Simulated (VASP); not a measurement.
Wanted: the native input for a VASP 6.6.1 run.

| Item | Value |
| --- | --- |
| Task | single point |
| Functional | HSE06 |
| Potentials or basis | VASP PAW PBE potentials, release 64 (Sb_d_GW) |
| Cutoff | 400 eV |
| k mesh | 6 × 6 × 6 |
| Occupations | fermi-dirac, width 0.05 eV |
| Spin | no spin polarisation |
| Dipole correction | no |
| Grid for exact exchange (PRECFOCK) | Normal |
| Further INCAR settings | ALGO = Normal; EDIFF = 1e-06; NBANDS = 14 |
| Share of exact exchange | 0.25 |
| Screening parameter | 0.2079 1/Å |

Crystal: Sb.

```
CELL_PARAMETERS angstrom
0.00000 2.37124 2.37124
2.37124 0.00000 2.37124
2.37124 2.37124 0.00000
ATOMIC_POSITIONS crystal
Sb 0.00000 0.00000 0.00000
```

This isn't the form of Sb at room conditions, which is rhombohedral.

The input as run:

POSCAR

```
Sb
1.0
    0.0000000000      2.3712425216      2.3712425216
    2.3712425216      0.0000000000      2.3712425216
    2.3712425216      2.3712425216      0.0000000000
Sb
1
Direct
    0.0000000000      0.0000000000      0.0000000000
```

INCAR.step1

```
PREC = Accurate
ENCUT = 400
EDIFF = 1E-5
ISMEAR = -1
SIGMA = 0.05
LREAL = F
LASPH = T
NELM = 120
ALGO = Normal
ISIF = 2
LWAVE = T
LCHARG = F
NBANDS = 14
GGA = PE
GGA_COMPAT = F
```

INCAR.step2

```
PREC = Accurate
ENCUT = 400
EDIFF = 1E-6
ISMEAR = -1
SIGMA = 0.05
LREAL = F
LASPH = T
NELM = 120
ALGO = Normal
ISIF = 2
LWAVE = F
LCHARG = F
GGA = PE
LHFCALC = T
HFSCREEN = 0.2079
PRECFOCK = Normal
NBANDS = 14
ISTART = 1
GGA_COMPAT = F
```

KPOINTS

```
regular mesh
0
Gamma
  6 6 6
```

Potentials or basis: VASP PAW PBE potentials, release 64 (Sb_d_GW).

Launch:

```bash
$ cat potpaw_PBE.64/Sb_d_GW/POTCAR > POTCAR
$ cp INCAR.step1 INCAR
$ mpirun -np 1 vasp_std > vasp.out
$ cp INCAR.step2 INCAR
$ mpirun -np 1 vasp_std > vasp.out
```

It gave:

The pressure is -0.7 GPa and the band gap on the k mesh is zero (an odd number of electrons rules out a gap without spin polarisation).

Caveat: the k points lie up to 0.38 Å⁻¹ apart, too coarse for converged energies and pressures of a metal; the PAW data sets were made with another functional, which shifts forces and pressure a little; spin-orbit coupling is left out, which moves the levels of the heavy elements; an odd number of electrons without spin polarisation forces a metal; a magnetic or distorted state may lie lower.

Wall time 22 min on 1 thread of Intel(R) Xeon(R) Platinum 8259CL CPU @ 2.50GHz (Skylake/Cascade Lake) (shared host), peak memory 0.25 GiB.
